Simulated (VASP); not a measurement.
# AgI (F-43m) in VASP: a series of runs, part 2 of 2

VASP 6.6.1. Earlier steps stand in the parts before.

## (4) Single point, PBE

This run uses another cell than the first one, of 35.57 Å³/atom, 1.039 times its volume.

INCAR reads:

```
SYSTEM = AgI
PREC = Accurate ; ENCUT = 500
EDIFF = 1E-6 ; ISMEAR = 0
SIGMA = 0.01 ; LREAL = .FALSE.
LASPH = .TRUE. ; NELM = 120
ALGO = Normal ; ISIF = 2
LWAVE = .FALSE. ; LCHARG = .FALSE.
GGA = PE ; NBANDS = 16
GGA_COMPAT = .FALSE.
```

KPOINTS reads:

```
regular mesh
0
G
  6 6 6
  0 0 0
```

POSCAR reads:

```
AgI
1.0
    0.0000000000      3.2885748994      3.2885748994
    3.2885748994      0.0000000000      3.2885748994
    3.2885748994      3.2885748994      0.0000000000
Ag I
1 1
Direct
    0.0000000000      0.0000000000      0.0000000000
    0.2500000000      0.2500000000      0.2500000000
```

Run with:

```
cat potpaw_PBE.64/Ag/POTCAR potpaw_PBE.64/I/POTCAR > POTCAR
mpirun -np 1 vasp_std > vasp.out
```

It took 19 s on 1 thread of Intel Xeon 6975P-C, shared host; peak memory 0.21 GiB.

Results (log left out):

- Free energy: -4.7883 eV
- Pressure: 0.6 GPa
- Band gap on the k mesh: 1.34 eV, direct

Levels at points of the mesh, in eV from the valence-band top:
```tsv
k point	band 6	band 7	band 8	band 9	band 10	band 11	band 12	band 13
(0.00, 0.00, 0.00)	-2.91	0.00	0.00	0.00	1.34	5.82	5.82	5.82
(0.50, 0.00, 0.00)	-2.89	-2.78	-0.67	-0.67	2.78	6.28	6.28	7.15
(0.50, 0.50, 0.00)	-2.80	-2.46	-1.66	-1.66	3.72	3.86	8.38	9.51
```

Caveat: spin-orbit coupling is left out, which moves the levels of the heavy elements.

## (5) The runs side by side

```tsv
cell	gap on the mesh (eV)	pressure (GPa)
a = 4.592 Å, angles 60.0°, 2 atoms	1.34	1.8
a = 4.641 Å, angles 60.0°, 2 atoms	1.34	0.8
a = 4.651 Å, angles 60.0°, 2 atoms	1.34	0.6
```

Alike in all rows: task single point; level PBE; potentials or basis VASP PAW PBE potentials, release 64 (Ag, I); no spin polarisation; k mesh 6 × 6 × 6; cutoff (eV) 500; smearing gaussian 0.01 eV.

Caveats: spin-orbit coupling is left out, which moves the levels of the heavy elements.

Absolute energies hang on the potentials; compare differences alone.
